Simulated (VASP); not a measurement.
Here is a VASP 6.6.1 calculation.

File POSCAR:

```
AlPt
1.0
    3.0915460000      0.0000000000      0.0000000000
    0.0000000000      3.0915460000      0.0000000000
    0.0000000000      0.0000000000      3.0915460000
Al Pt
1 1
Direct
    0.0000000000      0.0000000000      0.0000000000
    0.5000000000      0.5000000000      0.5000000000
```

INCAR.step1

```
ALGO = Normal
EDIFF = 1E-4
ENCUT = 520
GGA = PE
ISMEAR = 1
LASPH = T
LCHARG = F
LREAL = F
LWAVE = T
NBANDS = 14
NELM = 100
PREC = Accurate
SIGMA = 0.1
```

The input INCAR.step2:

```
ALGO = Normal
EDIFF = 1E-6
ENCUT = 520
ISIF = 2
ISMEAR = 1
ISTART = 1
LASPH = T
LCHARG = F
LMIXTAU = T
LREAL = F
LWAVE = F
METAGGA = R2SCAN
NBANDS = 14
NELM = 100
PREC = Accurate
SIGMA = 0.1
```

The input KPOINTS:

```
k-points
0
Gamma
  15 15 15
```

Potentials or basis: VASP PAW PBE potentials, release 64 (Al, Pt).

The run is started by

```sh
$ cat potpaw_PBE.64/Al/POTCAR potpaw_PBE.64/Pt/POTCAR > POTCAR
$ cp INCAR.step1 INCAR
$ mpirun -np 1 vasp_std > vasp.out
$ cp INCAR.step2 INCAR
$ mpirun -np 1 vasp_std > vasp.out
```

What does it give for the pressure?

-5.0 GPa.

Caveat: the PAW data sets were made with another functional, which shifts forces and pressure a little.
